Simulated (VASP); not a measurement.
# GaN (F-43m) in VASP: G0W0 quasiparticle levels with PBE

Aim: the G0W0 quasiparticle levels of GaN with PBE.

Program: VASP 6.6.1. These are calculated values, not measurements. Logs are shortened: lines on timing, memory, paths and dates and some standing lists are left out, and cuts for length are marked.

### Step 1. The cell of the first run

It takes space group F-43m (No. 216, cubic). The conventional cell has a = 4.588 Å, b = 4.588 Å, c = 4.588 Å, α = 90.00°, β = 90.00°, γ = 90.00°. Ga (site symmetry -43m) has 4 N at 1.99 Å within 2.6 Å. Within 2.6 Å of N (site symmetry -43m) lie 4 Ga at 1.99 Å.

### Step 2. G0W0 quasiparticle levels, PBE

POSCAR

```
GaN
1.0
    0.0000000000      2.2939315919      2.2939315919
    2.2939315919      0.0000000000      2.2939315919
    2.2939315919      2.2939315919      0.0000000000
Ga N
1 1
Direct
    0.0000000000      0.0000000000      0.0000000000
    0.2500000000      0.2500000000      0.2500000000
```

INCAR.step1

```
PREC     = Accurate       # precision mode
ENCUT    = 500            # plane-wave cutoff, eV
EDIFF    = 1E-8           # SCF threshold, eV
ISMEAR   = 0              # smearing method
SIGMA    = 0.01           # smearing width, eV
LREAL    = False          # projectors in reciprocal space
LASPH    = True           # aspherical terms in the spheres
NELM     = 100            # most SCF steps
ALGO     = Normal         # electronic algorithm
LWAVE    = True           # write WAVECAR
LCHARG   = False          # write CHGCAR
GGA      = PE             # functional
```

INCAR.step2

```
PREC     = Accurate       # precision mode
ENCUT    = 500            # plane-wave cutoff, eV
EDIFF    = 1E-8           # SCF threshold, eV
ISMEAR   = 0              # smearing method
SIGMA    = 0.01           # smearing width, eV
LREAL    = False          # projectors in reciprocal space
LASPH    = True           # aspherical terms in the spheres
NELM     = 1              # most SCF steps
ALGO     = Exact          # electronic algorithm
LWAVE    = True           # write WAVECAR
LCHARG   = False          # write CHGCAR
GGA      = PE             # functional
NBANDS   = 109            # bands
LOPTICS  = True           # frequency-dependent dielectric function
ISTART   = 1
```

INCAR.step3

```
PREC     = Accurate       # precision mode
ENCUT    = 500            # plane-wave cutoff, eV
EDIFF    = 1E-8           # SCF threshold, eV
ISMEAR   = 0              # smearing method
SIGMA    = 0.01           # smearing width, eV
LREAL    = False          # projectors in reciprocal space
LASPH    = True           # aspherical terms in the spheres
ALGO     = EVGW0          # electronic algorithm
LWAVE    = False          # write WAVECAR
LCHARG   = False          # write CHGCAR
GGA      = PE             # functional
NELMGW   = 1            
NBANDS   = 109            # bands
ENCUTGW  = 150.0          # cutoff of the response function
NOMEGA   = 96             # frequency points
PRECFOCK = Fast         
ISTART   = 1            
NBANDSGW = 17           
OMEGAMAX = 20
```

KPOINTS

```
Automatic mesh
0
Gamma
  6 6 6
```

Potentials or basis: VASP PAW PBE potentials, release 64 (Ga_d_GW, N_GW).

Started as:

```sh
cat potpaw_PBE.64/Ga_d_GW/POTCAR potpaw_PBE.64/N_GW/POTCAR > POTCAR
cp INCAR.step1 INCAR
mpirun -np 1 vasp_std > vasp.out
cp INCAR.step2 INCAR
mpirun -np 1 vasp_std > vasp.out
cp INCAR.step3 INCAR
mpirun -np 1 vasp_std > vasp.out
```

OUTCAR:

```text
PREC = Accurate
   ENCUT = 500
   EDIFF = 1E-8
   ISMEAR = 0
   LREAL = False
   LASPH = True
   GGA = PE
   NELMGW = 1
   ENCUTGW = 150.0
   PRECFOCK = Fast
   ISTART = 1

 ion  position               nearest neighbor table
   1  0.000  0.000  0.000-   2 1.99   2 1.99   2 1.99   2 1.99
   2  0.250  0.250  0.250-   1 1.99   1 1.99   1 1.99   1 1.99

  LATTYP: Found a face centered cubic cell.
 ALAT       =     4.5878631838

  Lattice vectors:

 A1 = (   0.0000000000,   2.2939315919,   2.2939315919)
 A2 = (   2.2939315919,   0.0000000000,   2.2939315919)
 A3 = (   2.2939315919,   2.2939315919,   0.0000000000)

Analysis of symmetry for initial positions (statically):
=====================================================================
 Subroutine PRICEL returns:
 Original cell was already a primitive cell.

 Routine SETGRP: Setting up the symmetry group for a
 face centered cubic supercell.

 Subroutine GETGRP returns: Found 24 space group operations
 (whereof 24 operations were pure point group operations)
 out of a pool of 48 trial point group operations.

The static configuration has the point symmetry T_d .

Analysis of symmetry for dynamics (positions and initial velocities):
=====================================================================
 Subroutine PRICEL returns:
 Original cell was already a primitive cell.

 Routine SETGRP: Setting up the symmetry group for a
 face centered cubic supercell.

 Subroutine GETGRP returns: Found 24 space group operations
 (whereof 24 operations were pure point group operations)
 out of a pool of 48 trial point group operations.

The dynamic configuration has the point symmetry T_d .

 Subroutine INISYM returns: Found 24 space group operations
 (whereof 24 operations are pure point group operations),
 and found     1 'primitive' translations

----------------------------------------------------------------------------------------

                                     Primitive cell

  volume of cell :      24.1419

[... 42 lines left out ...]

 Following reciprocal coordinates:
            Coordinates               Weight
  0.000000  0.000000  0.000000      1.000000
  0.166667  0.000000  0.000000      8.000000
  0.333333  0.000000  0.000000      8.000000
  0.500000  0.000000  0.000000      4.000000
  0.166667  0.166667  0.000000      6.000000
  0.333333  0.166667  0.000000     24.000000
[... 8 lines left out ...]
 -0.333333  0.333333  0.166667     24.000000
 -0.333333  0.500000  0.166667     12.000000
   k-points           NKPTS =     16   k-points in BZ     NKDIM =    216   number of bands    NBANDS=    109
   number of dos      NEDOS =    301   number of ions     NIONS =      2
   total plane-waves  NPLWV =  13824
   dimension x,y,z NGX =    24 NGY =   24 NGZ =   24
   dimension x,y,z NGXF=    48 NGYF=   48 NGZF=   48
   ions per type =               1   1
   NGX,Y,Z   is equivalent  to a cutoff of  12.30, 12.30, 12.30 a.u.
   NGXF,Y,Z  is equivalent  to a cutoff of  24.60, 24.60, 24.60 a.u.
 SYSTEM =  unknown system
   PREC   = accura    normal or accurate (medium, high low for compatibility)
   ISTART =      1    job   : 0-new  1-cont  2-samecut
   ICHARG =      0    charge: 1-file 2-atom 10-const
   ISPIN  =      1    spin polarized calculation?
   LNONCOLLINEAR =      F non collinear calculations
   LSORBIT =      F    spin-orbit coupling
   LASPH  =      T    aspherical Exc in radial PAW
   ENCUT  =  500.0 eV  36.75 Ry    6.06 a.u.   5.91  5.91  5.91*2*pi/ulx,y,z
   NELM   =     60;   NELMIN=  2; NELMDL=  0     # of ELM steps
   EDIFF  = 0.1E-07   stopping-criterion for ELM
   LREAL  =      F    real-space projection
   EDIFFG = 0.1E-06   stopping-criterion for IOM
   NSW    =      0    number of steps for IOM
   IBRION =     -1    ionic relax: 0-MD 1-quasi-New 2-CG
   NFREE  =      0    steps in history (QN), initial steepest desc. (CG)
   ISIF   =      0    stress and relaxation
   ISYM   =      3    0-nonsym 1-usesym 2-fastsym
   POTIM  = 0.5000    time-step for ionic-motion
   TEBEG  =    0.0;   TEEND  =   0.0 temperature during run
   PSTRESS=    0.0 pullay stress
   NELECT =      18.0000    total number of electrons
   NUPDOWN=      -1.0000    fix difference up-down
   EMIN   =  10.00;   EMAX   =-10.00  energy-range for DOS
   EFERMI =   0.00;   METHOD = LEGACY
   ISMEAR =     0;   SIGMA  =   0.01  broadening in eV -4-tet -1-fermi 0-gaus
   EFERMI_NEDOS =   21; number of points for ismear=-14 and -15
   IALGO  =     38    algorithm
   IMIX   =      4    mixing-type and parameters
     AMIX     =   0.40;   BMIX     =  1.00
     AMIX_MAG =   1.60;   BMIX_MAG =  1.00
  volume/ion in A,a.u.               =      12.07        81.46
  Fermi-wavevector in a.u.,A,eV,Ry     =   1.484483  2.805266 29.983016  2.203690
  Thomas-Fermi vector in A             =   2.598014
   LORBIT       =      0    0 simple, 1 ext, 2 COOP (PROOUT), +10 PAW based schemes
   GGA     = PE    functional components
   LHFCALC =     T    Hartree Fock is set to
   PRECFOCK=fast      Normal, Fast or Accurate (Low or Medium for compatibility)
   ENCUT4O =  -1.0   cutoff for four orbital integrals eV
   NKREDX  =     1    reduce k-point grid by
   NKREDY  =     1    reduce k-point grid by
   NKREDZ  =     1    reduce k-point grid by
   AEXX    =    1.0000 exact exchange contribution
   HFSCREEN=    0.0000 screening length (either q_TF or 0.3 A-1)
   HFSCREENC=   0.0000 screening length for correlation (either q_TF or 0.3 A-1)
   ENCUTFOCK=  -1.0 apply spherical cutoff to Coloumb kernel
   IVDW    =     0    specifies the selected vdW correction
   LEPSILON=     F    determine dielectric tensor
   LRPA    =     F    only Hartree local field effects (RPA)
   LRPAFORCE           =     F    calculate RPA forces
   ENCUTGW             = 150.0    cutoff for response function in eV
   ENCUTGWSOFT         = 120.0    soft cutoff for Coulomb kernel in GW response function in eV
   ENCUTLF             =  -1.0    cutoff for local field effects
   NELMGW              =     1    number of iterations in solving QP/BSE equation
   NELMHF              =     1    number of iterations in the inner HF iteration
   NKREDLFX            =     1    NKREDLFY  =   1   NKREDLFZ  =   1
 non-spin polarized calculation
 Gauss-broadening in eV      SIGMA  =   0.01
  energy-cutoff  :      500.00
  volume of cell :       24.14
 maximum number of plane-waves:       624
  NGX = 14; NGY = 14; NGZ = 14
   NGX = 11   NGY = 11   NGZ = 11
 maximum number of plane-waves:       113

 QP shifts <psi_nk| G(iteration)W_0 |psi_nk>: iteration 1
 for sc-GW calculations column KS-energies equals QP-energies in previous step
 and V_xc(KS)=  KS-energies - (<T + V_ion + V_H > + <T+V_H+V_ion>^1  + <V_x>^1)

 k-point   1 :       0.0000    0.0000    0.0000
  band No.  KS-energies  QP-energies   sigma(KS)   V_xc(KS)     V^pw_x(r,r')   Z            occupation Imag(sigma)

      1     -10.9422     -11.8588     -16.2423     -14.8103     -24.4400       0.6401       2.0000       0.9623
      2      -8.9074     -11.7351     -25.4890     -21.5271     -34.8564       0.7137       2.0000       0.1727
      3      -8.9074     -11.7351     -25.4890     -21.5271     -34.8564       0.7137       2.0000       0.1727
      4      -8.9074     -11.7351     -25.4890     -21.5271     -34.8564       0.7137       2.0000       0.1727
      5      -8.6407     -11.5619     -25.8671     -21.8086     -35.1918       0.7198       2.0000       0.1178
      6      -8.6407     -11.5619     -25.8671     -21.8086     -35.1918       0.7198       2.0000       0.1178
[... 311 lines left out ...]
      3      -8.7374     -11.6190     -25.7444     -21.7292     -35.1395       0.7177       2.0000       0.1560
      4      -8.6463     -11.5472     -25.8898     -21.8568     -35.2920       0.7193       2.0000       0.1473
      5      -8.6062     -11.5269     -25.9035     -21.8497     -35.2543       0.7205       2.0000       0.1223
      6      -6.7568      -8.5547     -22.0971     -19.5514     -30.3638       0.7063       2.0000       0.4397
[... 9 lines left out ...]
     16      26.5799      27.3262     -11.6538     -12.6242      -4.4954       0.7691       0.0000      -1.0914
     17      28.2002      29.0244     -11.0353     -12.0873      -4.4122       0.7834       0.0000      -0.9260
```

OUTCAR.step1:

```text
PREC = Accurate
   ENCUT = 500
   EDIFF = 1E-8
   ISMEAR = 0
   LREAL = False
[... 466 lines left out ...]
      0.00000      0.00000      0.00000         0.000000      0.000000      0.000000
      1.14697      1.14697      1.14697        -0.000000     -0.000000     -0.000000
 -----------------------------------------------------------------------------------
    total drift:                                0.000019      0.000019      0.000019

  FREE ENERGIE OF THE ION-ELECTRON SYSTEM (eV)
  ---------------------------------------------------
  free  energy   TOTEN  =       -12.1442413934 eV

  energy  without entropy=      -12.1442413934  energy(sigma->0) =      -12.14424139
```

OUTCAR.step2:

```text
PREC = Accurate
   ENCUT = 500
   EDIFF = 1E-8
   ISMEAR = 0
   LREAL = False
[... 928 lines left out ...]
     0.00000     8.48187     8.48187     8.48187     0.00000     0.00000    -0.00000
     1.87774     4.72451     4.72451     4.72451     0.00000     0.00000    -0.00000
     3.75548     5.41822     5.41822     5.41822     0.00000    -0.00000    -0.00000
     5.63321     8.17700     8.17700     8.17700     0.00000    -0.00000    -0.00000
     7.51095    -0.44737    -0.44737    -0.44737    -0.00000     0.00000     0.00000
     9.38869    -2.17594    -2.17594    -2.17594    -0.00000    -0.00000     0.00000
[... 92 lines left out ...]
   184.01831     0.97437     0.97437     0.97437    -0.00000    -0.00000     0.00000
   185.89605     0.97500     0.97500     0.97500    -0.00000    -0.00000     0.00000
```

Wall time 6.4 min (1 thread of AMD EPYC 9R45 (Zen 5), shared host); peak memory 0.49 GiB.

What came out:

* Quasiparticle gap: 2.39 eV
* Least direct quasiparticle gap: 2.39 eV
* Band gap of the starting levels on the mesh: 1.38 eV
* Least direct gap of the starting levels on the mesh: 1.38 eV

Caveat: the k points lie up to 0.40 Å⁻¹ apart; bands, screening cutoff and mesh are small and nothing is extrapolated, so the quasiparticle values aren't converged; the structure was generated, so it needn't be the stable form of GaN.
